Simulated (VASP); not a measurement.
CsPbBr3:

```
CELL_PARAMETERS angstrom
5.74085 0.00000 0.00000
0.00000 5.94291 0.00000
0.00000 0.00000 5.94291
ATOMIC_POSITIONS crystal
Cs 0.00000 0.00000 0.00000
Pb 0.50000 0.50000 0.50000
Br 0.00000 0.50000 0.50000
Br 0.50000 0.00000 0.50000
Br 0.50000 0.50000 0.00000
```

This cell differs from its parent crystal: uniaxial x strain -3.4%.

Base run:

```yaml
Program: VASP 6.6.1
Functional: PBE
Potentials_or_basis: VASP PAW PBE potentials, release 64 (Cs_sv, Pb_d, Br)
Cutoff: 520 eV
k_mesh: 4 × 4 × 4
Occupations: fermi-dirac, width 0.02 eV
Spin: no spin polarisation
```

Its results: band gap on the k mesh 1.44 eV; pressure 1.6 GPa.

The run is repeated on the same cell with these changes: functional from PBE to r2SCAN; occupations from fermi-dirac, width 0.02 eV to gaussian, width 0.01 eV. What comes out?

Band gap on the k mesh 1.81 eV; pressure 0.9 GPa.

Caveats: spin-orbit coupling is left out, which moves the levels of the heavy elements; the PAW data sets were made with another functional, which shifts forces and pressure a little (at least some runs).

A k mesh can miss the band edges.
